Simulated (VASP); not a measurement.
Write the native input for VASP 6.6.1 that does the following.

```yaml
Task: single point
Functional: PBE
Potentials_or_basis: VASP PAW PBE potentials, release 64 (In_d, O, Zn)
Cutoff: 520 eV
k_mesh: 1 × 1 × 1
Occupations: fermi-dirac, width 0.05 eV
Spin: no spin polarisation
Dipole_correction: no
Further_INCAR_settings: LREAL = Auto; ALGO = Normal; EDIFF = 1e-06; NBANDS = 129; ISYM = 0
```

The structure of Zn5In6O14 lies in POSCAR:

```
Zn5In6O14
1.0
    7.0438800000     -0.1145760000     -0.0836140000
   -0.1145760000      6.9289560000     -0.0449660000
   -0.0836140000     -0.0449660000      6.7952250000
In O Zn
6 14 5
Direct
    0.2377659245      0.3387572446      0.9125288888
    1.0126397863      0.2401992707      0.4175146023
    0.1761742599      0.8978229108      0.7707846524
    0.8519796528      0.5326400588      0.7300651736
    0.4612137763      0.5025567007      0.4430066544
    0.6316891239      0.9738290921      0.6309104192
    0.7878386341      0.2429395717      0.6548993389
    0.1351097427      0.1109357405      0.0767364440
    0.5964694378      0.7196177995      0.2725167348
    0.4395628556      0.0280414782      0.8571546228
    0.2462101581      0.6721637270      0.9910179766
    0.9338075500      0.4216652858      0.9927117918
    0.8745647955      0.8656797070      0.8316831326
    0.4244655139      0.8363970350      0.3537938315
    0.5566229979      0.6356785842      0.7131233180
    0.1303688629      0.9693137237      0.4780722968
    0.7748174272      0.0706540015      0.2841477085
    0.9332867149      0.5902605443      0.4182066806
    0.2139576665      0.4120193311      0.6040208702
    0.4617527674      0.3548156716      0.1715827861
    0.8417743871      0.1252854453      0.9877061773
    0.4140284406      0.0667023682      0.1614342296
    0.5112051029      0.6381214222     -0.0033487234
    0.0681023166      0.5921910419      0.1858022022
    0.8996708791      0.8520847575      0.3383912857
```

These files were run (other wordings do the same):

INCAR

```
SYSTEM = Zn5In6O14
PREC     = Accurate       ! precision mode
ENCUT    = 520            ! plane-wave cutoff, eV
EDIFF    = 1E-6           ! SCF threshold, eV
ISMEAR   = -1             ! smearing method
SIGMA    = 0.05           ! smearing width, eV
LREAL    = Auto         
LASPH    = .TRUE.         ! aspherical terms in the spheres
NELM     = 100            ! most SCF steps
ALGO     = Normal         ! electronic algorithm
ISIF     = 2              ! what is computed and relaxed
LWAVE    = .FALSE.        ! write WAVECAR
LCHARG   = .FALSE.        ! write CHGCAR
GGA      = PE             ! functional
NBANDS   = 129            ! bands
ISYM     = 0
```

KPOINTS

```
Automatic mesh
0
G
  1 1 1
  0 0 0
```

Potentials or basis: VASP PAW PBE potentials, release 64 (In_d, O, Zn).

The run is started by

```bash
$ cat potpaw_PBE.64/In_d/POTCAR potpaw_PBE.64/O/POTCAR potpaw_PBE.64/Zn/POTCAR > POTCAR
$ mpirun -np 1 vasp_gam > vasp.out
```

It gave:

| Quantity | Value |
| --- | --- |
| Pressure | 4.3 GPa |
| Largest force | 1.840 eV/Å |
| Band gap on the k mesh | 2.93 eV |

Caveat: the k points lie up to 0.92 Å⁻¹ apart; spin-orbit coupling is left out, which moves the levels of the heavy elements.

It took 2.8 min on 1 thread of AMD EPYC 7R13, on a shared host, peak memory 0.34 GiB.
